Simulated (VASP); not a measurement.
A run of VASP 6.6.1:

Contents of INCAR:

```
SYSTEM = GaN
PREC = Accurate ; ENCUT = 600
EDIFF = 1E-6 ; ISMEAR = 0
SIGMA = 0.02 ; LREAL = .False.
LASPH = .True. ; NELM = 60
ALGO = Normal ; ISIF = 3
LWAVE = .False. ; LCHARG = .False.
GGA = PE ; IBRION = 2
NSW = 70 ; EDIFFG = -0.008
PSTRESS = -20.0
```

Contents of KPOINTS:

```
Automatic mesh
0
Gamma
  10 10 10
  0 0 0
```

POSCAR

```
GaN
1.0
    0.0000000000      2.2888918440      2.2888918440
    2.2888918440      0.0000000000      2.2888918440
    2.2888918440      2.2888918440      0.0000000000
Ga N
1 1
Direct
    0.0000000000      0.0000000000      0.0000000000
    0.7500000000      0.7500000000      0.7500000000
```

Potentials or basis: VASP PAW PBE potentials, release 64 (Ga_d, N).

The run is started by

```bash
$ cat potpaw_PBE.64/Ga_d/POTCAR potpaw_PBE.64/N/POTCAR > POTCAR
$ mpirun -np 1 vasp_std > vasp.out
```

Hardware: 1 thread of Intel Xeon 8259CL, on a shared host.

Task: Estimate the wall time of this run.

Result: It took 77 s on 1 thread of Intel Xeon 8259CL (shared host), peak memory 0.17 GiB. Counts: scf iterations 25, k points 47, ion steps 3.
